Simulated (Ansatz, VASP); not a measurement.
Cu3Pd: VASP beside Ansatz

```
CELL_PARAMETERS angstrom
3.61080 0.00000 0.00000
0.00000 3.61080 0.00000
0.00000 0.00000 3.61080
ATOMIC_POSITIONS crystal
Cu 0.00000 0.50000 0.50000
Cu 0.50000 0.00000 0.50000
Cu 0.50000 0.50000 0.00000
Pd 0.00000 0.00000 0.00000
```

Alike in both runs: task relaxation of cell and atoms; functional LDA; k mesh 12 × 12 × 12; occupations gaussian, width 0.1 eV; no spin polarisation.

|  | VASP | Ansatz |
| --- | --- | --- |
| version | VASP 6.6.1 | Ansatz 0.2.0 |
| potentials or method | VASP PAW LDA potentials, release 64 (Cu, Pd), cutoff 600 eV | scalar-relativistic, plane waves, PAW |
| valence electrons in the cell | 43 | 75 |

|  | VASP | Ansatz | Ansatz less VASP |
| --- | --- | --- | --- |
| gap on the k mesh at the Fermi level, each at its own relaxed structure (eV) | none | none | - |
| relaxed volume (Å³/atom) | 11.82 | 11.78 | -0.038 |
| relaxed length of the cell vector where the two differ most in proportion (Å) | 3.616 | 3.612 | -0.0039 |

LDA's correlation is that of Perdew and Zunger in VASP and of Perdew and Wang (1992) in Ansatz. A gap of «none» marks a metal or a gap that the smearing closes. VASP's potentials hold 43 valence electrons a cell and Ansatz's 75, so a difference there can come from the potentials and not from the codes.
